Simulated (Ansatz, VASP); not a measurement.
## C in VASP and in Ansatz

```xyz
2
Lattice="1.2295 0.7099 3.2661 -1.2295 0.7099 3.2661 0.0000 -1.4197 3.2661" Properties=species:S:1:pos:R:3 pbc="T T T"
C     0.0000    0.0000    1.6319
C     0.0000    0.0000    8.1665
```

Alike in both runs: functional PBEsol; dispersion D3(BJ); k mesh 9 × 9 × 9; occupations gaussian, width 0.1 eV; no spin polarisation.

Ansatz relaxed the structure, and its values are those at the end. VASP's run is a single point on that final structure, the one shown.

```csv
,VASP,Ansatz
version,VASP 6.6.1,Ansatz 0.2.0
potentials or method,"VASP PAW PBE potentials, release 64 (C), cutoff 600 eV","scalar-relativistic, plane waves, PAW"
valence electrons in the cell,8,8
```

|  | VASP | Ansatz | Ansatz less VASP |
| --- | --- | --- | --- |
| gap on the k mesh at the Fermi level (eV) | 0.78 | 0.78 | -0.001 |
| least direct gap on the mesh (eV) | 0.78 | 0.78 | -0.001 |
| pressure (GPa) | 0.0 | -0.2 | -0.26 |
| rms of the force components (eV/Å) | 0.005 | 0.005 | -0.0001 |

VASP's potentials were made for PBE, not for PBEsol.
